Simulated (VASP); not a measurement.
Here is a VASP 6.6.1 calculation.

Contents of POSCAR:

```
GeC2N4
1.0
    7.2920455160      0.0000000000      0.0235634114
    0.0000000000      2.6562092628      0.0000000000
   -3.6259291467      0.0000000000      5.7025215226
Ge C N
2 4 8
Direct
    0.5798447526      0.5000000000      0.7989416848
    0.8476674662      0.0000000000      0.2635289982
    0.7888775445      0.0000000000      0.6061235227
    0.2211743411      0.5000000000      0.3991772898
    0.1724374203      0.5000000000      0.7588408409
    0.4008761703      0.0000000000      0.1927292715
    0.2873747529      0.5000000000      0.6398045999
    0.6484917715      0.0000000000      0.3516491105
    0.7712613377      0.5000000000      0.7099556639
    0.6206961676      0.0000000000      0.9769464951
    0.0212850675      0.0000000000      0.6595960780
    1.0023236633      0.5000000000      0.2443780817
    0.3309390319      0.0000000000      0.3662189788
    0.3067505127      0.5000000000      0.0321093843
```

The input INCAR.step1:

```
SYSTEM = GeC2N4
PREC = Accurate
ENCUT = 520
ISMEAR = 0
SIGMA = 0.01
LREAL = .False.
LASPH = .True.
NELM = 60
NBANDS = 55
GGA = PE
ALGO = Normal
EDIFF = 1E-4
LWAVE = .True.
LCHARG = .False.
```

Contents of INCAR.step2:

```
SYSTEM = GeC2N4
PREC = Accurate
ENCUT = 520
EDIFF = 1E-7
ISMEAR = 0
SIGMA = 0.01
LREAL = .False.
LASPH = .True.
NELM = 60
ALGO = Normal
ISIF = 2
LWAVE = .False.
LCHARG = .True.
METAGGA = R2SCAN
LMIXTAU = .True.
LELF = .True.
LVHAR = .True.
NBANDS = 55
ISTART = 1
```

File KPOINTS:

```
regular mesh
0
Gamma
  4 10 4
  0 0 0
```

Potentials or basis: VASP PAW PBE potentials, release 64 (Ge_d, C, N).

Command:

```sh
$ cat potpaw_PBE.64/Ge_d/POTCAR potpaw_PBE.64/C/POTCAR potpaw_PBE.64/N/POTCAR > POTCAR
$ cp INCAR.step1 INCAR
$ mpirun -np 1 vasp_std > vasp.out
$ cp INCAR.step2 INCAR
$ mpirun -np 1 vasp_std > vasp.out
```

**Question.** What does it give for the band gap on the k mesh?

**Answer.** 2.24 eV.

**Question.** Predict the largest force.

**Answer.** 0.097 eV/Å.

Forces in eV/Å, atoms in the order of the input:
```
Ge  -0.003  0.000 -0.008
Ge  -0.012  0.000  0.021
C   -0.015  0.000  0.044
C    0.097  0.000 -0.001
C   -0.030  0.000  0.032
C    0.014  0.000 -0.037
N   -0.005  0.000  0.026
N   -0.025  0.000 -0.047
N    0.022  0.000  0.012
N   -0.031  0.000  0.009
N    0.024  0.000 -0.008
N   -0.021  0.000 -0.073
N   -0.010  0.000  0.027
N   -0.004  0.000  0.003
```

Caveat: the PAW data sets were made with another functional, which shifts forces and pressure a little. A k mesh can miss the band edges.
